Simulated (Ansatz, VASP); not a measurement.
**Mg: VASP beside Ansatz**

```
CELL_PARAMETERS angstrom
3.18738 0.00000 0.00000
-1.59369 2.76035 0.00000
0.00000 0.00000 10.35314
ATOMIC_POSITIONS crystal
Mg 0.00000 0.00000 0.00000
Mg 0.33333 0.66667 0.25000
Mg 0.00000 0.00000 0.50000
Mg 0.66667 0.33333 0.75000
```

Alike in both runs: task single point; functional PBE; k mesh 8 × 8 × 3; occupations gaussian, width 0.1 eV; no spin polarisation.

|  | VASP | Ansatz |
| --- | --- | --- |
| version | VASP 6.6.1 | Ansatz 0.2.0 |
| potentials or method | VASP PAW PBE potentials, release 64 (Mg), cutoff 520 eV | plane waves, PAW |
| valence electrons in the cell | 8 | 40 |

```csv
,VASP,Ansatz,Ansatz less VASP
pressure (GPa),0.3,0.4,+0.12
"traceless stress, the component that is largest in VASP (GPa)",-0.27,-0.27,-0.001
```

The functional is the same, so the differences come from potentials, cutoffs and numerics. VASP's potentials hold 8 valence electrons a cell and Ansatz's 40, so a difference there can come from the potentials and not from the codes. Ansatz's warnings: structure snapped to symmetry.
